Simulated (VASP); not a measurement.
Here is a VASP 6.6.1 calculation.

The input INCAR:

```
  PREC = Accurate
  ENCUT = 600
  EDIFF = 1E-7
  ISMEAR = 0
  SIGMA = 0.01
  LREAL = False
  LASPH = True
  NELM = 80
  ALGO = Normal
  ISIF = 3
  LWAVE = False
  LCHARG = False
  GGA = PS
  IBRION = 2
  NSW = 100
  EDIFFG = -0.005
```

File KPOINTS:

```
Automatic mesh
0
Gamma
  12 12 6
```

The input POSCAR:

```
Ge
1.0
    3.9975858431      0.0000000000      0.0000000000
   -1.9987929216      3.4620108940      0.0000000000
    0.0000000000      0.0000000000      6.5993779500
Ge
4
Direct
    0.6666666700      0.3333333300      0.0629012500
    0.3333333300      0.6666666700      0.5629012500
    0.6666666700      0.3333333300      0.4370987500
    0.3333333300      0.6666666700      0.9370987500
```

Potentials or basis: VASP PAW PBE potentials, release 64 (Ge_d).

Run with:

```bash
$ cat potpaw_PBE.64/Ge_d/POTCAR > POTCAR
$ mpirun -np 1 vasp_std > vasp.out
```

Q: Predict the relaxed cell.

A: a = 3.996 Å, b = 3.996 Å, c = 6.591 Å, α = 90.00°, β = 90.00°, γ = 120.00°.

Q: Predict the band gap on the k mesh.

A: Zero (bands 28 and 29 overlap by 0.03 eV).

Q: Estimate the relaxed volume.

A: 22.78 Å³/atom.

Final structure:
```yaml
crystal:
  lattice:
    - [3.99565, 0.00000, 0.00000]
    - [-1.99782, 3.46033, 0.00000]
    - [0.00000, 0.00000, 6.59088]
  atoms:
    - { symbol: Ge, position: [0.66667, 0.33333, 0.06283] }
    - { symbol: Ge, position: [0.33333, 0.66667, 0.56283] }
    - { symbol: Ge, position: [0.66667, 0.33333, 0.43717] }
    - { symbol: Ge, position: [0.33333, 0.66667, 0.93717] }
```

Caveat: semilocal functionals underestimate gaps, and a narrow one can read as zero; the PAW data sets were made with another functional, which shifts forces and pressure a little.
